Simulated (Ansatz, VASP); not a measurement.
Two plane-wave programs on In2GeO3

```xyz
6
Lattice="3.3053 0.0000 0.0000 -1.6527 2.8625 0.0000 0.0000 0.0000 10.3057" Properties=species:S:1:pos:R:3 pbc="T T T"
In    1.6527    0.9542    6.6522
In    0.0000    1.9083    3.6535
Ge    0.0000    0.0000    0.0000
O     1.6527    0.9542    2.7495
O     0.0000    1.9083    7.5562
O     0.0000    0.0000    5.1529
```

Change from the starting cell: species swapped into the Ba2H3I type (P-3m1, No. 164).

Alike in both runs: task relaxation of cell and atoms; functional PBE; k mesh 12 × 12 × 4; occupations gaussian, width 0.1 eV; no spin polarisation.

|  | VASP | Ansatz |
| --- | --- | --- |
| version | VASP 6.6.1 | Ansatz 0.2.0 |
| potentials or method | VASP PAW PBE potentials, release 64 (In_d, Ge_d, O), cutoff 600 eV | scalar-relativistic, plane waves, PAW |
| valence electrons in the cell | 58 | 58 |

Ansatz gave:

| Item | Value |
| --- | --- |
| gap on the k mesh at the Fermi level, each at its own relaxed structure (eV) | none |
| relaxed volume (Å³/atom) | 16.54 |
| relaxed cell length with the largest relative difference (Å) | 10.491 |

**Question.** What did VASP give for the same quantities?

**Answer.** gap on the k mesh at the Fermi level, each at its own relaxed structure (eV): none; relaxed volume (Å³/atom): 16.31; relaxed cell length with the largest relative difference (Å): 10.316.

A gap of «none» marks a metal or a gap that the smearing closes.
